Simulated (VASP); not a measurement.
Input of a VASP 6.6.1 run:

File INCAR:

```
SYSTEM = C
PREC = Accurate
ENCUT = 600
EDIFF = 1E-7
ISMEAR = 0
SIGMA = 0.02
LREAL = .False.
LASPH = .True.
NELM = 120
ALGO = Normal
ISIF = 3
LWAVE = .False.
LCHARG = .False.
GGA = PE
IBRION = 2
NSW = 100
EDIFFG = -0.002
GGA_COMPAT = .False.
NELMIN = 4
```

KPOINTS

```
Automatic mesh
0
Gamma
  12 12 12
  0 0 0
```

The input POSCAR:

```
C
1.0
    0.0000000000      1.7800000000      1.7800000000
    1.7800000000      0.0000000000      1.7800000000
    1.7800000000      1.7800000000      0.0000000000
C
2
Direct
    0.0000000000      0.0000000000      0.0000000000
    0.2500000000      0.2500000000      0.2500000000
```

Potentials or basis: VASP PAW PBE potentials, release 64 (C).

Command:

```console
$ cat potpaw_PBE.64/C/POTCAR > POTCAR
$ mpirun -np 1 vasp_std > vasp.out
```

Question: Predict the space group after relaxing (to 0.05 Å).

Answer: Fd-3m (No. 227).

Question: What does it give for the band gap on the k mesh?

Answer: 4.14 eV, indirect (least direct gap 5.58 eV).

Final structure:
```
C
1.0
     0.00000    1.78582    1.78582
     1.78582    0.00000    1.78582
     1.78582    1.78582    0.00000
C
2
Direct
  0.00000 0.00000 0.00000
  0.25000 0.25000 0.25000
```

A k mesh can miss the band edges. A hybrid or GW would open this gap; PBE tends to underestimate it.
